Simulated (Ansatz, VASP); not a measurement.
## SrCl2: VASP beside Ansatz

```
Sr Cl
1.0
     0.00000    3.48835    3.48835
     3.48835    0.00000    3.48835
     3.48835    3.48835    0.00000
Sr Cl
1 2
Cartesian
  -0.0033 -0.0364 -0.0347
  5.2490 5.2263 5.2512
  1.7260 1.7611 1.7815
```

Change from the starting cell: atoms moved at random, drawn with an rms of 0.05 Å.

Alike in both runs: task single point; functional PBEsol; k mesh 7 × 7 × 7; occupations fermi-dirac, width 0.05 eV; no spin polarisation.

|  | VASP | Ansatz |
| --- | --- | --- |
| version | VASP 6.6.1 | Ansatz 0.2.0 |
| potentials or method | VASP PAW PBE potentials, release 64 (Sr_sv, Cl) | Ansatz PAW |
| plane-wave cutoff (eV) | 520 | 420 |
| valence electrons in the cell | 24 | 24 |

```csv
,VASP,Ansatz,Ansatz less VASP
gap on the k mesh at the Fermi level (eV),5.16,5.17,+0.009
least direct gap on the mesh (eV),5.47,5.48,+0.007
pressure (GPa),-0.9,-1.0,-0.12
"traceless stress, the component that is largest in VASP (GPa)",0.21,0.20,-0.009
rms of the force components (eV/Å),0.095,0.092,-0.0025
```

VASP's potentials were made for PBE, not for PBEsol. Atom by atom the forces differ by 0.003 eV/Å (rms over components). The functional is the same, so the differences come from potentials, cutoffs and numerics.

Noted on Ansatz's run: odd divisions of the mesh miss points on the zone boundary, where band edges often lie, so the gap on the mesh can be too wide.
